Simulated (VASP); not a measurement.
Runs of VASP 6.6.1 on B4MoRu. The structure is that of space group Cmmm (No. 65), or close to it. The cells are those of the table. 

| task | cell | k mesh | cutoff (eV) | gap on the mesh (eV) | pressure (GPa) | largest force (eV/Å) |
| --- | --- | --- | --- | --- | --- | --- |
| single point | a = 5.629, b = 5.629, c = 2.517 Å, angles 90.0, 90.0, 91.4°, 6 atoms | 8 × 8 × 14 | 520 | none | 0.1 | (b) |
| single point | a = 4.471, b = 4.471, c = 3.067 Å, angles 90.0, 90.0, 90.3°, 6 atoms | 4 × 4 × 6 | 520 | none | 60.2 | 2.02 |
| relaxation of cell and atoms | relaxed from a = 4.471, b = 4.471, c = 3.067 Å, angles 90.0, 90.0, 90.3°, 6 atoms | 4 × 4 × 6 | 600 | none | 0.1 | 0.03 |
| single point | a = 5.663, b = 5.663, c = 2.494 Å, angles 90.0, 90.0, 88.6°, 6 atoms | 4 × 4 × 6 | 520 | none | 0.0 | (a) |

Alike in all rows: level PBE; potentials or basis VASP PAW PBE potentials, release 64 (B, Mo_sv, Ru_pv); no spin polarisation; smearing gaussian 0.1 eV.

Question: Estimate the missing entries.

Answer: (a) 0.02; (b) 0.01.

Caveats: some runs use coarse meshes; forces of over 1 eV/Å act on the atoms, so gaps and moduli don't describe the material at rest (some runs).

A k mesh can miss the band edges, and the runs leave out spin-orbit coupling on Mo, Ru.

A gap of «none» marks levels without a gap at the run's occupations.
